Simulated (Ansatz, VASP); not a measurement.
NaCl4: VASP beside Ansatz

```xyz
5
Lattice="2.4214 -6.0588 0.0000 2.4214 6.0588 0.0000 0.0000 0.0000 5.1516" Properties=species:S:1:pos:R:3 pbc="T T T"
Na    0.0000    0.0000    0.0000
Cl    2.4214   -3.1807    0.0000
Cl    2.4214    3.1807    0.0000
Cl    3.6165    0.0000    2.5758
Cl    1.2262    0.0000    2.5758
```

Change from the starting cell: ordered vacancies on the cation sites of rutile (Cmmm, No. 65).

Alike in both runs: functional PBE; k mesh 8 × 8 × 8; occupations gaussian, width 0.1 eV; no spin polarisation.

Ansatz relaxed the structure, and its values are those at the end. VASP's run is a single point on that final structure, the one shown.

|  | VASP | Ansatz |
| --- | --- | --- |
| version | VASP 6.6.1 | Ansatz 0.2.0 |
| potentials or method | VASP PAW PBE potentials, release 64 (Na_pv, Cl), cutoff 520 eV | scalar-relativistic, plane waves, PAW |
| valence electrons in the cell | 35 | 37 |

```tsv
	VASP	Ansatz	Ansatz less VASP
gap on the k mesh at the Fermi level (eV)	none	none	-
pressure (GPa)	-0.1	0.0	+0.08
rms of the force components (eV/Å)	0.004	0.001	-0.0033
```

A gap of «none» marks a metal or a gap that the smearing closes. With one functional, cell and mesh, what is left measures potentials, basis and numerics. VASP's potentials hold 35 valence electrons a cell and Ansatz's 37, so a difference there can come from the potentials and not from the codes.
